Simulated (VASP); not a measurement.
Set up this calculation in VASP 6.6.1, as the native input.

```yaml
Task: single point
Functional: PBE
Potentials_or_basis: VASP PAW PBE potentials, release 64 (Al, N)
Cutoff: 520 eV
k_mesh: 6 × 6 × 6
Occupations: gaussian, width 0.1 eV
Spin: collinear spin, ferromagnetic start
Starting_moments: "[0.0, 0.0, 0.0, 1.0, 1.0, 1.0, 1.0] μB"
Dipole_correction: no
Further_INCAR_settings: ALGO = Normal; EDIFF = 1e-06; NBANDS = 28
```

The structure of Al3N4 lies in POSCAR:

```
Al3N4
1.0
    1.5587658482      0.8999538821      9.1621087903
   -1.5587658482      0.8999538821      9.1621087903
    0.0000000000     -1.7999077641      9.1621087903
Al N
3 4
Direct
    0.0000000000      0.0000000000      0.0000000000
    0.5714000000      0.5714000000      0.5714000000
    0.4286000000      0.4286000000      0.4286000000
    0.8571000000      0.8571000000      0.8571000000
    0.1429000000      0.1429000000      0.1429000000
    0.7143000000      0.7143000000      0.7143000000
    0.2857000000      0.2857000000      0.2857000000
```

These files were run (other wordings do the same):

INCAR

```
SYSTEM = Al3N4
PREC = Accurate
ENCUT = 520
EDIFF = 1E-6
ISMEAR = 0
SIGMA = 0.1
LREAL = .FALSE.
LASPH = .TRUE.
NELM = 150
ALGO = Normal
ISIF = 2
LWAVE = .FALSE.
LCHARG = .FALSE.
ISPIN = 2
MAGMOM = 0 0 0 1 1 1 1
LORBIT = 11
GGA = PE
NBANDS = 28
```

KPOINTS

```
Automatic mesh
0
G
  6 6 6
  0 0 0
```

Potentials or basis: VASP PAW PBE potentials, release 64 (Al, N).

The run is started by

```bash
$ cat potpaw_PBE.64/Al/POTCAR potpaw_PBE.64/N/POTCAR > POTCAR
$ mpirun -np 1 vasp_std > vasp.out
```

Results of the run:

```json
{
 "Pressure": "-31.6 GPa",
 "Largest force": "2.082 eV/Å",
 "Net moment": "0.00 μB per cell",
 "Valence electrons inside the program's atomic spheres": "Al 0.59, 0.63 (each value once); N 3.43, 3.65 (each value once)"
}
```

Caveat: the k points lie up to 0.39 Å⁻¹ apart; forces of over 1 eV/Å act on the atoms, so gaps and moduli don't describe the material at rest.

It took 49 min on 1 thread of Intel(R) Xeon(R) Platinum 8488C (Sapphire Rapids) (shared host), peak memory 0.99 GiB.
